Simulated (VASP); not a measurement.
# TiB2 (de600) (P6/mmm) in VASP: further runs

The runs below take TiB2 (de600) through single point, with LDA.

Program: VASP 6.6.1. These are calculated values, not measurements. Logs are shortened: lines on timing, memory, paths and dates and some standing lists are left out, and cuts for length are marked.

## 1. The cell of the first run

The structure is hexagonal, space group P6/mmm (No. 191). The conventional cell has a = 2.994 Å, b = 2.994 Å, c = 3.159 Å, α = 90.00°, β = 90.00°, γ = 120.00°. Ti (site symmetry 6/mmm) has 12 B at 2.34 Å and 6 Ti at 2.99 Å within 3.1 Å. B (site symmetry -6m2) has 3 B at 1.73 Å within 2.3 Å.

## 2. Single point, LDA

INCAR

```
SYSTEM = TiB2
PREC     = Accurate       ! precision mode
ENCUT    = 520            ! plane-wave cutoff, eV
EDIFF    = 1E-6           ! SCF threshold, eV
ISMEAR   = -1             ! smearing method
SIGMA    = 0.15           ! smearing width, eV
LREAL    = .False.        ! projectors in reciprocal space
LASPH    = .True.         ! aspherical terms in the spheres
NELM     = 60             ! most SCF steps
ALGO     = Normal         ! electronic algorithm
ISIF     = 2              ! what is computed and relaxed
LWAVE    = .False.        ! write WAVECAR
LCHARG   = .False.        ! write CHGCAR
GGA      = CA             ! functional
NBANDS   = 16             ! bands
```

KPOINTS

```
Automatic mesh
0
Gamma
  15 15 12
  0 0 0
```

POSCAR

```
TiB2
1.0
    2.9943000946      0.0000000029      0.0000000000
   -1.4971500498      2.5931399471      0.0000000000
    0.0000000000      0.0000000000      3.1593399566
Ti B
1 2
Direct
    0.0000000000      0.0000000000      0.0000000000
    0.3333333333      0.6666666667      0.5000000000
    0.6666666667      0.3333333333      0.5000000000
```

Potentials or basis: VASP PAW LDA potentials, release 64 (Ti_sv, B).

On the command line:

```
> cat potpaw_LDA.64/Ti_sv/POTCAR potpaw_LDA.64/B/POTCAR > POTCAR
> mpirun -np 1 vasp_std > vasp.out
```

OUTCAR:

```text
SYSTEM = TiB2
   PREC = Accurate
   ENCUT = 520
   EDIFF = 1E-6
   ISMEAR = -1
   LREAL = .False.
   LASPH = .True.
   NELM = 60
   ISIF = 2
   GGA = CA

 ion  position               nearest neighbor table
   1  0.000  0.000  0.000-   2 2.34   3 2.34   2 2.34   3 2.34   3 2.34   3 2.34   2 2.34   2 2.34
                             3 2.34   3 2.34   2 2.34   2 2.34
   2  0.333  0.667  0.500-   3 1.73   3 1.73   3 1.73   1 2.34   1 2.34   1 2.34   1 2.34   1 2.34
                             1 2.34
   3  0.667  0.333  0.500-   2 1.73   2 1.73   2 1.73   1 2.34   1 2.34   1 2.34   1 2.34   1 2.34
                             1 2.34

  LATTYP: Found a hexagonal cell.
 ALAT       =     2.9943000946
 C/A-ratio  =     1.0551180098

  Lattice vectors:

 A1 = (   2.9943000946,   0.0000000029,   0.0000000000)
 A2 = (  -1.4971500498,   2.5931399471,   0.0000000000)
 A3 = (   0.0000000000,   0.0000000000,   3.1593399566)

Analysis of symmetry for initial positions (statically):
=====================================================================
 Subroutine PRICEL returns:
 Original cell was already a primitive cell.

 Routine SETGRP: Setting up the symmetry group for a
 hexagonal supercell.

 Subroutine GETGRP returns: Found 24 space group operations
 (whereof 24 operations were pure point group operations)
 out of a pool of 24 trial point group operations.

The static configuration has the point symmetry D_6h.

Analysis of symmetry for dynamics (positions and initial velocities):
=====================================================================
 Subroutine PRICEL returns:
 Original cell was already a primitive cell.

 Routine SETGRP: Setting up the symmetry group for a
 hexagonal supercell.

 Subroutine GETGRP returns: Found 24 space group operations
 (whereof 24 operations were pure point group operations)
 out of a pool of 24 trial point group operations.

The dynamic configuration has the point symmetry D_6h.

 Subroutine INISYM returns: Found 24 space group operations
 (whereof 24 operations are pure point group operations),
 and found     1 'primitive' translations

----------------------------------------------------------------------------------------

                                     Primitive cell

  volume of cell :      24.5311

  direct lattice vectors                    reciprocal lattice vectors
     2.994300095  0.000000003  0.000000000     0.333967862  0.192816435  0.000000000
    -1.497150050  2.593139947  0.000000000    -0.000000000  0.385632870  0.000000000
     0.000000000  0.000000000  3.159339957     0.000000000  0.000000000  0.316521810

  length of vectors
     2.994300095  2.994300095  3.159339957     0.385632870  0.385632870  0.316521810

  position of ions in fractional coordinates (direct lattice)
     0.000000000  0.000000000  0.000000000
     0.333333333  0.666666667  0.500000000
     0.666666667  0.333333333  0.500000000

  ion indices of the primitive-cell ions
   primitive index   ion index
                 1           1
                 2           2
                 3           3

----------------------------------------------------------------------------------------

 KPOINTS: Automatic mesh

Automatic generation of k-mesh.
 Grid dimensions read from file:
 generate k-points for:   15   15   12

 Generating k-lattice:

  Cartesian coordinates                     Fractional coordinates (reciprocal lattice)
     0.022264524  0.012854429  0.000000000     0.066666667 -0.000000000  0.000000000
    -0.000000000  0.025708858  0.000000000     0.000000000  0.066666667  0.000000000
     0.000000000  0.000000000  0.026376817     0.000000000  0.000000000  0.083333333

  Length of vectors
     0.025708858  0.025708858  0.026376817

  Shift w.r.t. Gamma in fractional coordinates (k-lattice)
     0.000000000  0.000000000  0.000000000

 Subroutine IBZKPT returns following result:
 ===========================================

 Found    189 irreducible k-points:

 Following reciprocal coordinates:
            Coordinates               Weight
  0.000000  0.000000  0.000000      1.000000
  0.066667 -0.000000  0.000000      6.000000
  0.133333 -0.000000  0.000000      6.000000
  0.200000 -0.000000  0.000000      6.000000
  0.266667 -0.000000  0.000000      6.000000
  0.333333  0.000000  0.000000      6.000000
[... 16 lines left out ...]
  0.333333  0.200000  0.000000     12.000000
  0.400000  0.200000  0.000000      6.000000
 [... further k-points ...]
   k-points           NKPTS =    189   k-points in BZ     NKDIM =    189   number of bands    NBANDS=     16
   number of dos      NEDOS =    301   number of ions     NIONS =      3
   total plane-waves  NPLWV =  13824
   dimension x,y,z NGX =    24 NGY =   24 NGZ =   24
   dimension x,y,z NGXF=    48 NGYF=   48 NGZF=   48
   ions per type =               1   2
   NGX,Y,Z   is equivalent  to a cutoff of  13.32, 13.32, 12.63 a.u.
   NGXF,Y,Z  is equivalent  to a cutoff of  26.65, 26.65, 25.26 a.u.
 SYSTEM =  TiB2
   PREC   = accura    normal or accurate (medium, high low for compatibility)
   ISTART =      0    job   : 0-new  1-cont  2-samecut
   ICHARG =      2    charge: 1-file 2-atom 10-const
   ISPIN  =      1    spin polarized calculation?
   LNONCOLLINEAR =      F non collinear calculations
   LSORBIT =      F    spin-orbit coupling
   LASPH  =      T    aspherical Exc in radial PAW
   ENCUT  =  520.0 eV  38.22 Ry    6.18 a.u.   5.57  5.57  5.87*2*pi/ulx,y,z
   NELM   =     60;   NELMIN=  2; NELMDL= -5     # of ELM steps
   EDIFF  = 0.1E-05   stopping-criterion for ELM
   LREAL  =      F    real-space projection
   EDIFFG = 0.1E-04   stopping-criterion for IOM
   NSW    =      0    number of steps for IOM
   IBRION =     -1    ionic relax: 0-MD 1-quasi-New 2-CG
   NFREE  =      0    steps in history (QN), initial steepest desc. (CG)
   ISIF   =      2    stress and relaxation
   ISYM   =      2    0-nonsym 1-usesym 2-fastsym
   POTIM  = 0.5000    time-step for ionic-motion
   TEBEG  =    0.0;   TEEND  =   0.0 temperature during run
   PSTRESS=    0.0 pullay stress
   NELECT =      18.0000    total number of electrons
   NUPDOWN=      -1.0000    fix difference up-down
   EMIN   =  10.00;   EMAX   =-10.00  energy-range for DOS
   EFERMI =   0.00;   METHOD = LEGACY
   ISMEAR =    -1;   SIGMA  =   0.15  broadening in eV -4-tet -1-fermi 0-gaus
   EFERMI_NEDOS =   21; number of points for ismear=-14 and -15
   IALGO  =     38    algorithm
   IMIX   =      4    mixing-type and parameters
     AMIX     =   0.40;   BMIX     =  1.00
     AMIX_MAG =   1.60;   BMIX_MAG =  1.00
  volume/ion in A,a.u.               =       8.18        55.18
  Fermi-wavevector in a.u.,A,eV,Ry     =   1.476590  2.790350 29.665009  2.180317
  Thomas-Fermi vector in A             =   2.591098
   LORBIT       =      0    0 simple, 1 ext, 2 COOP (PROOUT), +10 PAW based schemes
   GGA     = CA    functional components
   LHFCALC =     F    Hartree Fock is set to
   AEXX    =    0.0000 exact exchange contribution
   IVDW    =     0    specifies the selected vdW correction
   LEPSILON=     F    determine dielectric tensor
   LRPA    =     F    only Hartree local field effects (RPA)
 non-spin polarized calculation
  energy-cutoff  :      520.00
  volume of cell :       24.53
 maximum number of plane-waves:       684
 NGX is ok and might be reduce to    24
   NGX = 11   NGY = 11   NGZ = 11

 number of electron      18.0000000 magnetization

 Free energy of the ion-electron system (eV)
  ---------------------------------------------------
  ext. energy  EPLUGINS =         0.00000000
  ---------------------------------------------------
  free energy    TOTEN  =       -26.93461275 eV

  energy without entropy =      -26.90546740  energy(sigma->0) =      -26.92004008

 E-fermi :  10.4163     XC(G=0): -13.1705

 val. band max:       10.4031907867   @ k =   0.2000   0.2000   0.0833
 cond. band min:      10.4428273264   @ k =   0.0667   0.0667   0.3333
 fundamental gap:      0.0396365397
 Fermi energy:        10.4163393217

 k-point     1 :       0.0000    0.0000    0.0000
  band No.  band energies     occupation
      1     -45.6910      2.00000
      2     -22.4368      2.00000
      3     -22.0960      2.00000
      4     -22.0960      2.00000
      5      -3.0935      2.00000
      6       7.6748      2.00000
[... 8 lines left out ...]
     15      16.3503      0.00000
     16      17.7592      0.00000

 k-point     2 :       0.0667   -0.0000    0.0000
  band No.  band energies     occupation
      1     -45.6880      2.00000
      2     -22.4332      2.00000
      3     -22.1175      2.00000
      4     -22.1008      2.00000
      5      -3.0056      2.00000
      6       7.4352      2.00000
[... 8 lines left out ...]
     15      16.9267      0.00000
     16      18.0232      0.00000

 k-point     3 :       0.1333   -0.0000    0.0000
  band No.  band energies     occupation
      1     -45.6798      2.00000
      2     -22.4232      2.00000
      3     -22.1777      2.00000
      4     -22.1145      2.00000
      5      -2.7456      2.00000
      6       6.7842      2.00000
[... 8 lines left out ...]
     15      18.1463      0.00000
     16      18.8114      0.00000

 k-point     4 :       0.2000   -0.0000    0.0000
  band No.  band energies     occupation
      1     -45.6676      2.00000
      2     -22.4083      2.00000
      3     -22.2654      2.00000
      4     -22.1344      2.00000
      5      -2.3242      2.00000
      6       5.8757      2.00000
[... 8 lines left out ...]
     15      18.5192      0.00000
     16      19.6499      0.00000

 k-point     5 :       0.2667   -0.0000    0.0000
  band No.  band energies     occupation
      1     -45.6535      2.00000
      2     -22.3911      2.00000
      3     -22.3649      2.00000
      4     -22.1573      2.00000
      5      -1.7568      2.00000
      6       4.8409      2.00000
[... 8 lines left out ...]
     15      18.2164      0.00000
     16      20.1757      0.00000

 k-point     6 :       0.3333    0.0000    0.0000
  band No.  band energies     occupation
      1     -45.6401      2.00000
      2     -22.4586      2.00000
      3     -22.3747      2.00000
      4     -22.1791      2.00000
      5      -1.0610      2.00000
      6       3.7622      2.00000
[... 8 lines left out ...]
     15      18.3837      0.00000
     16      19.8798      0.00000
[... 267 lines left out ...]
 k-point    21 :       0.2000    0.2000    0.0000
  band No.  band energies     occupation
      1     -45.6368      2.00000
      2     -22.4375      2.00000
      3     -22.3707      2.00000
      4     -22.2296      2.00000
      5      -0.8999      2.00000
      6       4.2140      2.00000
[... 8 lines left out ...]
     15      19.4749      0.00000
     16      20.5614      0.00000

 k-point    22 :       0.2667    0.2000    0.0000
  band No.  band energies     occupation
      1     -45.6269      2.00000
      2     -22.4813      2.00000
      3     -22.3586      2.00000
      4     -22.2709      2.00000
      5      -0.1617      2.00000
      6       3.4596      2.00000
[... 8 lines left out ...]
     15      19.5523      0.00000
     16      20.7939      0.00000

 k-point    23 :       0.3333    0.2000    0.0000
  band No.  band energies     occupation
      1     -45.6201      2.00000
      2     -22.5087      2.00000
      3     -22.3504      2.00000
      4     -22.3012      2.00000
      5       0.6782      2.00000
      6       2.5486      2.00000
[... 8 lines left out ...]
     15      19.6186      0.00000
     16      20.8787      0.00000

 k-point    24 :       0.4000    0.2000    0.0000
  band No.  band energies     occupation
      1     -45.6177      2.00000
      2     -22.5179      2.00000
      3     -22.3475      2.00000
      4     -22.3123      2.00000
      5       1.5680      2.00000
      6       1.6226      2.00000
[... 8 lines left out ...]
     15      19.6615      0.00000
     16      20.9053      0.00000

 [... further k-points ...]

------------------------ aborting loop because EDIFF is reached ----------------------------------------

  FORCE on cell =-STRESS in cart. coord.  units (eV):
  Direction    XX          YY          ZZ          XY          YZ          ZX
  --------------------------------------------------------------------------------------
  -------------------------------------------------------------------------------------
  Total        0.1045911      0.1045911      0.1033569      0.0000000      0.0000000      0.0000000
  in kB        6.8310565      6.8310565      6.7504476      0.0000000      0.0000000      0.0000000
  external PRESSURE =       6.8041869 kB  Pullay stress =       0.0000000 kB

 VOLUME and BASIS-vectors are now :
 -----------------------------------------------------------------------------
  energy-cutoff  :      520.00
  volume of cell :       24.53
      direct lattice vectors                 reciprocal lattice vectors
     2.994300095  0.000000003  0.000000000     0.333967862  0.192816435  0.000000000
    -1.497150050  2.593139947  0.000000000    -0.000000000  0.385632870  0.000000000
     0.000000000  0.000000000  3.159339957     0.000000000  0.000000000  0.316521810

 POSITION                                       TOTAL-FORCE (eV/Angst)
 -----------------------------------------------------------------------------------
      0.00000      0.00000      0.00000         0.000000      0.000000     -0.000000
     -0.00000      1.72876      1.57967        -0.000000      0.000000      0.000000
      1.49715      0.86438      1.57967         0.000000     -0.000000     -0.000000
 -----------------------------------------------------------------------------------
    total drift:                               -0.000000      0.000000      0.000000

  FREE ENERGIE OF THE ION-ELECTRON SYSTEM (eV)
  ---------------------------------------------------
  free  energy   TOTEN  =       -26.9346127484 eV

  energy  without entropy=      -26.9054674049  energy(sigma->0) =      -26.92004008
```

Wall time 33 s (1 thread of Intel Xeon Platinum 8488C (Sapphire Rapids), shared host); peak memory 0.18 GiB.

What came out:

| Quantity | Value |
| --- | --- |
| Free energy | -26.9346 eV |
| Pressure | 0.7 GPa |
| Band gap on the k mesh | zero (band 9 reaches 10.91 eV, above the bottom of band 10 at 10.17 eV) |

Levels at points of the mesh, in eV from the Fermi level:
```
           k point  band 7  band 8  band 9  band 10  band 11  band 12
(0.00, 0.00, 0.00)   -2.74   -2.19   -2.14     2.03     2.03     3.93
(0.00, 0.00, 0.50)   -0.56   -0.56   -0.24    -0.24     0.46     0.46
```

## 3. Single point, LDA

INCAR

```
PREC = Accurate
ENCUT = 520
EDIFF = 1E-6
ISMEAR = 0
SIGMA = 0.1
LREAL = False
LASPH = True
NELM = 60
ALGO = Normal
ISIF = 2
LWAVE = False
LCHARG = False
GGA = CA
NBANDS = 16
```

KPOINTS

```
Automatic mesh
0
Gamma
  9 9 6
```

POSCAR

```
TiB2
1.0
    2.9947159665      0.0000000029      0.0000000000
   -1.4973579857      2.5935001026      0.0000000000
    0.0000000000      0.0000000000      3.1567000230
Ti B
1 2
Direct
    0.0000000000      0.0000000000      0.0000000000
    0.3333333333      0.6666666667      0.5000000000
    0.6666666667      0.3333333333      0.5000000000
```

Potentials or basis: VASP PAW LDA potentials, release 64 (Ti_sv, B).

On the command line:

```
> cat potpaw_LDA.64/Ti_sv/POTCAR potpaw_LDA.64/B/POTCAR > POTCAR
> mpirun -np 1 vasp_std > vasp.out
```

Wall time 13 s (1 thread of Intel Xeon Platinum 8259CL at 2.50GHz (Skylake/Cascade Lake), shared host); peak memory 0.13 GiB.

Results (log left out):

```
Free energy            : -26.9216 eV
Pressure               : 0.7 GPa
Band gap on the k mesh : zero (band 9 reaches 10.57 eV, above the bottom of band 10 at 10.17 eV)
```

Levels at points of the mesh, in eV from the Fermi level:
```
           k point  band 7  band 8  band 9  band 10  band 11  band 12
(0.00, 0.00, 0.00)   -2.82   -2.26   -2.21     1.95     1.95     3.86
(0.00, 0.00, 0.50)   -0.64   -0.64   -0.32    -0.32     0.38     0.38
```

## 4. Single point, LDA

INCAR

```
  PREC = Accurate
  ENCUT = 520
  EDIFF = 1E-7
  ISMEAR = 0
  SIGMA = 0.1
  LREAL = F
  LASPH = T
  NELM = 80
  ALGO = Normal
  ISIF = 2
  LWAVE = F
  LCHARG = T
  LELF = T
  LVHAR = T
  NBANDS = 16
```

KPOINTS

```
regular mesh
0
Gamma
  15 15 12
```

POSCAR

```
TiB2
1.0
    2.9938019872      0.0000000029      0.0000000000
   -1.4969009961      2.5927085733      0.0000000000
    0.0000000000      0.0000000000      3.1591707103
Ti B
1 2
Direct
    0.0000000000      0.0000000000      0.0000000000
    0.3333333333      0.6666666667      0.5000000000
    0.6666666667      0.3333333333      0.5000000000
```

On the command line:

```
> cat potpaw_LDA.64/Ti_sv/POTCAR potpaw_LDA.64/B/POTCAR > POTCAR
> mpirun -np 1 vasp_std > vasp.out
```

It took 60 s on 1 thread of Intel Xeon Platinum 8259CL at 2.50GHz (Skylake/Cascade Lake), shared host; peak memory 0.18 GiB.

The run converged. Its results:

- Free energy: -26.9214 eV
- Pressure: 0.6 GPa
- Band gap on the k mesh: zero (band 9 reaches 10.92 eV, above the bottom of band 10 at 10.18 eV)

Levels at points of the mesh, in eV from the Fermi level:
```
           k point  band 7  band 8  band 9  band 10  band 11  band 12
(0.00, 0.00, 0.00)   -2.78   -2.23   -2.18     1.99     1.99     3.89
(0.00, 0.00, 0.50)   -0.60   -0.60   -0.28    -0.28     0.42     0.42
```

## 5. Summary

| cell | k mesh | smearing | gap on the mesh (eV) | pressure (GPa) |
| --- | --- | --- | --- | --- |
| a = 2.994, b = 2.994, c = 3.159 Å, angles 90.0, 90.0, 120.0°, 3 atoms | 15 × 15 × 12 | fermi-dirac 0.15 eV | none | 0.7 |
| a = 2.995, b = 2.995, c = 3.157 Å, angles 90.0, 90.0, 120.0°, 3 atoms | 9 × 9 × 6 | gaussian 0.1 eV | none | 0.7 |
| a = 2.994, b = 2.994, c = 3.159 Å, angles 90.0, 90.0, 120.0°, 3 atoms | 15 × 15 × 12 | gaussian 0.1 eV | none | 0.6 |

Alike in all rows: task single point; level LDA; potentials or basis VASP PAW LDA potentials, release 64 (Ti_sv, B); no spin polarisation; cutoff (eV) 520.

Absolute energies hang on the potentials; compare differences alone.
